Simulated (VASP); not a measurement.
Set up this calculation in VASP 6.6.1, as the native input.

```
Task                   : single point
Functional             : r2SCAN
Potentials or basis    : VASP PAW PBE potentials, release 64 (Tc_pv)
Cutoff                 : 520 eV
k mesh                 : 7 × 7 × 7
Occupations            : gaussian, width 0.05 eV
Spin                   : no spin polarisation
Dipole correction      : no
Further INCAR settings : ALGO = Normal; EDIFF = 1e-06; NBANDS = 34
```

Tc:

```
Tc
1.0
     3.85031    0.00000    0.00000
     0.00000    3.85031    0.00000
     0.00000    0.00000    3.85031
Tc
4
Cartesian
  0.0000 0.0000 0.0000
  0.0000 1.9252 1.9252
  1.9252 0.0000 1.9252
  1.9252 1.9252 0.0000
```

This isn't the form of Tc at room conditions, which is hcp.

The input as run:

POSCAR

```
Tc
1.0
    3.8503132064      0.0000000000      0.0000000000
    0.0000000000      3.8503132064      0.0000000000
    0.0000000000      0.0000000000      3.8503132064
Tc
4
Direct
    0.0000000000      0.0000000000      0.0000000000
    0.0000000000      0.5000000000      0.5000000000
    0.5000000000      0.0000000000      0.5000000000
    0.5000000000      0.5000000000      0.0000000000
```

INCAR.step1

```
ALGO     = Normal         # electronic algorithm
EDIFF    = 1E-4           # SCF threshold, eV
ENCUT    = 520            # plane-wave cutoff, eV
GGA      = PE             # functional
ISMEAR   = 0              # smearing method
LASPH    = T              # aspherical terms in the spheres
LCHARG   = F              # write CHGCAR
LREAL    = F              # projectors in reciprocal space
LWAVE    = T              # write WAVECAR
NBANDS   = 34             # bands
NELM     = 80             # most SCF steps
PREC     = Accurate       # precision mode
SIGMA    = 0.05           # smearing width, eV
```

INCAR.step2

```
ALGO     = Normal         # electronic algorithm
EDIFF    = 1E-6           # SCF threshold, eV
ENCUT    = 520            # plane-wave cutoff, eV
ISIF     = 2              # what is computed and relaxed
ISMEAR   = 0              # smearing method
ISTART   = 1            
LASPH    = T              # aspherical terms in the spheres
LCHARG   = F              # write CHGCAR
LMIXTAU  = T            
LREAL    = F              # projectors in reciprocal space
LWAVE    = F              # write WAVECAR
METAGGA  = R2SCAN         # meta-GGA
NBANDS   = 34             # bands
NELM     = 80             # most SCF steps
PREC     = Accurate       # precision mode
SIGMA    = 0.05           # smearing width, eV
```

KPOINTS

```
k-points
0
Gamma
  7 7 7
```

Potentials or basis: VASP PAW PBE potentials, release 64 (Tc_pv).

Run with:

```sh
$ cat potpaw_PBE.64/Tc_pv/POTCAR > POTCAR
$ cp INCAR.step1 INCAR
$ mpirun -np 1 vasp_std > vasp.out
$ cp INCAR.step2 INCAR
$ mpirun -np 1 vasp_std > vasp.out
```

Results of the run:

| Property | Result |
| --- | --- |
| Pressure | 0.5 GPa |
| Band gap on the k mesh | zero (bands 26 and 27 overlap by 3.88 eV) |

Caveat: the PAW data sets were made with another functional, which shifts forces and pressure a little.

Wall time 2.7 min on 1 thread of Oxide Virtual Turin-like Processor (shared host), peak memory 0.15 GiB.
